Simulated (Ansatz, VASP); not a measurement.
## Sc2AlP3: VASP beside Ansatz

File INCAR:

```
PREC = Accurate
ENCUT = 600
EDIFF = 1E-7
ISMEAR = 0
SIGMA = 0.1
LREAL = F
LASPH = T
NELM = 100
ALGO = Normal
ISIF = 3
LWAVE = F
LCHARG = F
GGA = PE
IBRION = 2
NSW = 100
EDIFFG = -0.01
```

Contents of KPOINTS:

```
regular mesh
0
Gamma
  12 12 6
```

Contents of POSCAR:

```
Sc2AlP3
1.0
    4.0681604691      0.0000000000      0.0000000000
   -2.0340802345      3.5231303129      0.0000000000
    0.0000000000      0.0000000000      7.2869388482
Sc Al P
2 1 3
Direct
    0.6666666667      0.3333333333      0.2822575440
    0.6666666667      0.3333333333      0.7177424560
    0.0000000000      0.0000000000      0.0000000000
    0.0000000000      0.0000000000      0.5000000000
    0.3333333333      0.6666666667      0.0000000000
    0.3333333333      0.6666666667      0.5000000000
```

Input for Ansatz:

```yaml
crystal:
  lattice:
    - [4.0681604691, 0.0, 0.0]
    - [-2.0340802345, 3.5231303129, 0.0]
    - [0.0, 0.0, 7.2869388482]
  atoms:
    - { symbol: Sc, position: [0.6666666667, 0.3333333333, 0.282257544] }
    - { symbol: Sc, position: [0.6666666667, 0.3333333333, 0.717742456] }
    - { symbol: Al, position: [0.0, 0.0, 0.0] }
    - { symbol: P, position: [0.0, 0.0, 0.5] }
    - { symbol: P, position: [0.3333333333, 0.6666666667, 0.0] }
    - { symbol: P, position: [0.3333333333, 0.6666666667, 0.5] }
basis:
  ecutwfc: 420
kpoints:
  mp_grid: { grid: [12, 12, 6] }
hamiltonian:
  xc: pbe
scf:
  occupations: { method: gaussian, width: 0.1 }
output:
  forces: true
  stress: true
  eigenvalues: true
  write_density: true
  write_potential: true
  elf: true
  volumetric_format: npy
relax:
  adjacent_minimum: "off"
  f_tol: 0.01
  max_steps: 80
  cell: { stress_tol: 0.05 }
```

Change from the starting cell: species swapped into the Ce2NiGe3 type (P-6m2, No. 187).

Alike in both runs: task relaxation of cell and atoms; functional PBE; k mesh 12 × 12 × 6; occupations gaussian, width 0.1 eV; no spin polarisation.

```csv
,VASP,Ansatz
version,VASP 6.6.1,Ansatz 0.2.0
potentials or method,"VASP PAW PBE potentials, release 64 (Sc_sv, Al, P), cutoff 600 eV","scalar-relativistic, plane waves, PAW"
valence electrons in the cell,40,40
```

Ansatz gave:

| Quantity | Value |
| --- | --- |
| gap on the k mesh at the Fermi level, each at its own relaxed structure (eV) | none |
| relaxed volume (Å³/atom) | 17.40 |
| relaxed length of the cell vector where the two differ most in proportion (Å) | 7.176 |

**Question.** Estimate VASP's values.

**Answer.** gap on the k mesh at the Fermi level, each at its own relaxed structure (eV): none; relaxed volume (Å³/atom): 17.42; relaxed length of the cell vector where the two differ most in proportion (Å): 7.186.

A gap of «none» marks a metal or a gap that the smearing closes.
